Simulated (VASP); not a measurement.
# SnO in VASP: notebook, part 2 of 2

VASP 6.6.1. Earlier steps stand in the parts before.

### 3 Single point, PBE+D3(BJ) (layers slid over each other)

The input, INCAR:

```
SYSTEM = SnO
ALGO = Normal
DIPOL = 0.5 0.5 0.415
EDIFF = 1E-6
ENCUT = 520
GGA = PE
IDIPOL = 3
ISIF = 2
ISMEAR = 0
IVDW = 12
LASPH = .True.
LCHARG = .False.
LDIPOL = .True.
LREAL = .False.
LWAVE = .False.
NBANDS = 50
NELM = 60
PREC = Accurate
SIGMA = 0.05
```

The input, KPOINTS:

```
k-points
0
Gamma
  7 7 1
  0 0 0
```

The input, POSCAR:

```
SnO
1.0
    3.8201715376      0.0000000000      0.0000000000
    0.0000000000      3.8201715376      0.0000000000
    0.0000000000      0.0000000000     22.2260699824
Sn O
4 4
Direct
    0.5000000000      0.0000000000      0.2024649434
    0.0000000000      0.5000000000      0.3087831091
    0.2500000000      0.7500000000      0.5202464943
    0.7500000000      0.2500000000      0.6265646600
    0.0000000000      0.0000000000      0.2556240262
    0.5000000000      0.5000000000      0.2556240262
    0.7500000000      0.7500000000      0.5734055772
    0.2500000000      0.2500000000      0.5734055772
```

Potentials or basis: VASP PAW PBE potentials, release 64 (Sn_d, O).

Started as:

```console
$ cat potpaw_PBE.64/Sn_d/POTCAR potpaw_PBE.64/O/POTCAR > POTCAR
$ mpirun -np 1 vasp_std > vasp.out
```

OUTCAR:

```text
SYSTEM = SnO
   EDIFF = 1E-6
   ENCUT = 520
   GGA = PE
   ISIF = 2
   ISMEAR = 0
   IVDW = 12
   LASPH = .True.
   LREAL = .False.
   NELM = 60
   PREC = Accurate
 IVDW          = 12

 ion  position               nearest neighbor table
   1  0.500  0.000  0.202-   5 2.25   6 2.25   6 2.25   5 2.25   2 3.59   2 3.59   2 3.59   2 3.59

   2  0.000  0.500  0.309-   5 2.25   6 2.25   5 2.25   6 2.25   1 3.59   1 3.59   1 3.59   1 3.59

   3  0.250  0.750  0.520-   7 2.25   8 2.25   8 2.25   7 2.25   4 3.59   4 3.59   4 3.59   4 3.59

   4  0.750  0.250  0.627-   7 2.25   8 2.25   7 2.25   8 2.25   3 3.59   3 3.59   3 3.59   3 3.59

   5  0.000  0.000  0.256-   1 2.25   1 2.25   2 2.25   2 2.25
   6  0.500  0.500  0.256-   1 2.25   1 2.25   2 2.25   2 2.25
   7  0.750  0.750  0.573-   4 2.25   4 2.25   3 2.25   3 2.25
   8  0.250  0.250  0.573-   4 2.25   4 2.25   3 2.25   3 2.25

  LATTYP: Found a simple tetragonal cell.
 ALAT       =     3.8201715376
 C/A-ratio  =     5.8180816656

  Lattice vectors:

 A1 = (   3.8201715376,   0.0000000000,   0.0000000000)
 A2 = (   0.0000000000,   3.8201715376,   0.0000000000)
 A3 = (   0.0000000000,   0.0000000000,  22.2260699824)

Analysis of symmetry for initial positions (statically):
=====================================================================
 Subroutine PRICEL returns:
 Original cell was already a primitive cell.

 Routine SETGRP: Setting up the symmetry group for a
 simple tetragonal supercell.

 Subroutine GETGRP returns: Found  4 space group operations
 (whereof  1 operations were pure point group operations)
 out of a pool of 16 trial point group operations.

The static configuration has the point symmetry C_1 .
 The point group associated with its full space group is C_2h.

Analysis of symmetry for dynamics (positions and initial velocities):
=====================================================================
 Subroutine PRICEL returns:
 Original cell was already a primitive cell.

 Routine SETGRP: Setting up the symmetry group for a
 simple tetragonal supercell.

 Subroutine GETGRP returns: Found  4 space group operations
 (whereof  1 operations were pure point group operations)
 out of a pool of 16 trial point group operations.

The dynamic configuration has the point symmetry C_1 .
 The point group associated with its full space group is C_2h.

 Subroutine INISYM returns: Found  4 space group operations
 (whereof  1 operations are pure point group operations),
 and found     1 'primitive' translations

----------------------------------------------------------------------------------------

                                     Primitive cell

  volume of cell :     324.3608

  direct lattice vectors                    reciprocal lattice vectors
     3.820171538  0.000000000  0.000000000     0.261768350  0.000000000  0.000000000
     0.000000000  3.820171538  0.000000000     0.000000000  0.261768350  0.000000000
     0.000000000  0.000000000 22.226069982     0.000000000  0.000000000  0.044992210

  length of vectors
     3.820171538  3.820171538 22.226069982     0.261768350  0.261768350  0.044992210

  position of ions in fractional coordinates (direct lattice)
     0.500000000  0.000000000  0.202464943
     0.000000000  0.500000000  0.308783109
     0.250000000  0.750000000  0.520246494
[... 64 lines left out ...]
   dimension x,y,z NGX =    28 NGY =   28 NGZ =  168
   dimension x,y,z NGXF=    56 NGYF=   56 NGZF=  336
   ions per type =               4   4
   NGX,Y,Z   is equivalent  to a cutoff of  12.19, 12.19, 12.57 a.u.
   NGXF,Y,Z  is equivalent  to a cutoff of  24.37, 24.37, 25.13 a.u.
 SYSTEM =  SnO
   PREC   = accura    normal or accurate (medium, high low for compatibility)
   ISTART =      0    job   : 0-new  1-cont  2-samecut
   ICHARG =      2    charge: 1-file 2-atom 10-const
   ISPIN  =      1    spin polarized calculation?
   LNONCOLLINEAR =      F non collinear calculations
   LSORBIT =      F    spin-orbit coupling
   LASPH  =      T    aspherical Exc in radial PAW
   ENCUT  =  520.0 eV  38.22 Ry    6.18 a.u.   7.10  7.10 41.33*2*pi/ulx,y,z
   NELM   =     60;   NELMIN=  2; NELMDL= -5     # of ELM steps
   EDIFF  = 0.1E-05   stopping-criterion for ELM
   LREAL  =      F    real-space projection
   EDIFFG = 0.1E-04   stopping-criterion for IOM
   NSW    =      0    number of steps for IOM
   IBRION =     -1    ionic relax: 0-MD 1-quasi-New 2-CG
   NFREE  =      0    steps in history (QN), initial steepest desc. (CG)
   ISIF   =      2    stress and relaxation
   ISYM   =      2    0-nonsym 1-usesym 2-fastsym
   POTIM  = 0.5000    time-step for ionic-motion
   TEBEG  =    0.0;   TEEND  =   0.0 temperature during run
   PSTRESS=    0.0 pullay stress
   NELECT =      80.0000    total number of electrons
   NUPDOWN=      -1.0000    fix difference up-down
   EMIN   =  10.00;   EMAX   =-10.00  energy-range for DOS
   EFERMI =   0.00;   METHOD = LEGACY
   ISMEAR =     0;   SIGMA  =   0.05  broadening in eV -4-tet -1-fermi 0-gaus
   EFERMI_NEDOS =   21; number of points for ismear=-14 and -15
   IALGO  =     38    algorithm
   IMIX   =      4    mixing-type and parameters
     AMIX     =   0.40;   BMIX     =  1.00
     AMIX_MAG =   1.60;   BMIX_MAG =  1.00
  volume/ion in A,a.u.               =      40.55       273.61
  Fermi-wavevector in a.u.,A,eV,Ry     =   1.026665  1.940115 14.341094  1.054041
  Thomas-Fermi vector in A             =   2.160569
   LORBIT       =      0    0 simple, 1 ext, 2 COOP (PROOUT), +10 PAW based schemes
   GGA     = PE    functional components
   LHFCALC =     F    Hartree Fock is set to
   AEXX    =    0.0000 exact exchange contribution
   IVDW    =    12    specifies the selected vdW correction
   LEPSILON=     F    determine dielectric tensor
   LRPA    =     F    only Hartree local field effects (RPA)
 non-spin polarized calculation
 Gauss-broadening in eV      SIGMA  =   0.05
  energy-cutoff  :      520.00
  volume of cell :      324.36
 maximum number of plane-waves:      8769
   NGX = 15   NGY = 15   NGZ = 83

 dipolmoment           0.000000      0.000000      0.000078 electrons x Angstroem

 number of electron      79.9999971 magnetization

 dipolmoment           0.000000      0.000000     -0.000003 electrons x Angstroem

 Free energy of the ion-electron system (eV)
  ---------------------------------------------------
  ext. energy  EPLUGINS =         0.00000000
  ---------------------------------------------------
  free energy    TOTEN  =       -45.16972873 eV

  energy without entropy =      -45.16972873  energy(sigma->0) =      -45.16972873

 E-fermi :  -0.0920     XC(G=0):  -5.3714

 val. band max:       -0.3102173751   @ k =  -0.1429   0.1429   0.0000
 cond. band min:       2.3354258843   @ k =   0.0000   0.0000   0.0000
 fundamental gap:      2.6456432595
 Fermi energy:        -0.0919608719

 k-point     1 :       0.0000    0.0000    0.0000
  band No.  band energies     occupation
      1     -21.0532      2.00000
      2     -21.0532      2.00000
      3     -20.6925      2.00000
      4     -20.6925      2.00000
      5     -20.6545      2.00000
      6     -20.6544      2.00000
[... 837 lines left out ...]
     49       6.0407      0.00000
     50       6.4123      0.00000

------------------------ aborting loop because EDIFF is reached ----------------------------------------

 vacuum level on the upper side and lower side of the slab       (xc-potential included)        -0.186        -0.182

 Edisp (eV)   -1.20148

 E8    (eV) :    -0.5311

  FORCE on cell =-STRESS in cart. coord.  units (eV):
  Direction    XX          YY          ZZ          XY          YZ          ZX
  --------------------------------------------------------------------------------------
  -------------------------------------------------------------------------------------
  Total       0.15671     0.15671    -0.07923     0.00729     0.06177     0.06177
  in kB       0.77409     0.77409    -0.39138     0.03600     0.30511     0.30511
  external pressure =        0.39 kB  Pullay stress =        0.00 kB

 VOLUME and BASIS-vectors are now :
 -----------------------------------------------------------------------------
  energy-cutoff  :      520.00
  volume of cell :      324.36
      direct lattice vectors                 reciprocal lattice vectors
     3.820171538  0.000000000  0.000000000     0.261768350  0.000000000  0.000000000
     0.000000000  3.820171538  0.000000000     0.000000000  0.261768350  0.000000000
     0.000000000  0.000000000 22.226069982     0.000000000  0.000000000  0.044992210

 POSITION                                       TOTAL-FORCE (eV/Angst)
 -----------------------------------------------------------------------------------
      1.91009      0.00000      4.50000        -0.001203     -0.001203     -0.086824
      0.00000      1.91009      6.86303        -0.004389     -0.004389      0.145466
      0.95504      2.86513     11.56303         0.004389      0.004389     -0.145466
      2.86513      0.95504     13.92607         0.001203      0.001203      0.086824
      0.00000      0.00000      5.68152         0.002392     -0.006577      0.003948
      1.91009      1.91009      5.68152        -0.006577      0.002392      0.003948
      2.86513      2.86513     12.74455         0.006577     -0.002392     -0.003948
      0.95504      0.95504     12.74455        -0.002392      0.006577     -0.003948
 -----------------------------------------------------------------------------------
    total drift:                               -0.000000     -0.000000     -0.000196

  FREE ENERGIE OF THE ION-ELECTRON SYSTEM (eV)
  ---------------------------------------------------
  free  energy   TOTEN  =       -46.3712133610 eV

  energy  without entropy=      -46.3712133609  energy(sigma->0) =      -46.37121336

 vacuum level on the upper side and lower side of the slab         4.766         4.770
```

Run time: 4.4 min. Hardware: 1 thread of Intel Xeon Platinum 8488C (Sapphire Rapids), shared host; peak memory 0.44 GiB.

Results:

| Quantity | Value |
| --- | --- |
| Free energy | -46.3712 eV |
| Largest force | 0.146 eV/Å |
| Band gap on the k mesh | 2.65 eV (least direct gap 2.67 eV) |
| Dispersion energy per atom | -0.150 eV |

Forces in eV/Å, atoms in the order of the input:
```
Sn  -0.001 -0.001 -0.087
Sn  -0.004 -0.004  0.145
Sn   0.004  0.004 -0.145
Sn   0.001  0.001  0.087
O    0.002 -0.007  0.004
O   -0.007  0.002  0.004
O    0.007 -0.002 -0.004
O   -0.002  0.007 -0.004
```

Caveat: the cell differs from its parent crystal (layers slid over each other); spin-orbit coupling is left out, which moves the levels of the heavy elements.
